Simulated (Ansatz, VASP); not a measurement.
**SnSe: VASP beside Ansatz**

The input INCAR:

```
PREC = Accurate ; ENCUT = 520
EDIFF = 1E-6 ; ISMEAR = 0
SIGMA = 0.02 ; LREAL = F
LASPH = T ; NELM = 60
ALGO = Normal ; ISIF = 2
LWAVE = F ; LCHARG = F
GGA = PE ; NBANDS = 17
```

KPOINTS

```
regular mesh
0
Gamma
  10 10 10
```

The input POSCAR:

```
SnSe
1.0
    0.0000000000      3.0001944818      3.0001944818
    3.0001944818      0.0000000000      3.0001944818
    3.0001944818      3.0001944818      0.0000000000
Sn Se
1 1
Direct
    0.0000000000      0.0000000000      0.0000000000
    0.5000000000      0.5000000000      0.5000000000
```

Input for Ansatz:

```yaml
crystal:
  lattice:
    - [0.0, 3.0001944818, 3.0001944818]
    - [3.0001944818, 0.0, 3.0001944818]
    - [3.0001944818, 3.0001944818, 0.0]
  atoms:
    - { symbol: Sn, position: [0.0, 0.0, 0.0] }
    - { symbol: Se, position: [0.5, 0.5, 0.5] }
basis:
  ecutwfc: 420
kpoints:
  mp_grid: { grid: [10, 10, 10] }
hamiltonian:
  xc: pbe
scf:
  occupations: { method: gaussian, width: 0.02 }
output:
  forces: true
  stress: true
  eigenvalues: true
```

Alike in both runs: task single point; functional PBE; k mesh 10 × 10 × 10; occupations gaussian, width 0.02 eV; no spin polarisation.

|  | VASP | Ansatz |
| --- | --- | --- |
| version | VASP 6.6.1 | Ansatz 0.2.0 |
| potentials or method | VASP PAW PBE potentials, release 64 (Sn_d, Se), cutoff 520 eV | scalar-relativistic, plane waves, PAW |
| valence electrons in the cell | 20 | 30 |

```tsv
	VASP	Ansatz	Ansatz less VASP
gap on the k mesh at the Fermi level (eV)	0.51	0.51	0.000
least direct gap on the mesh (eV)	0.63	0.63	-0.001
pressure (GPa)	1.5	1.6	+0.02
```

VASP's potentials hold 20 valence electrons a cell and Ansatz's 30, so a difference there can come from the potentials and not from the codes.
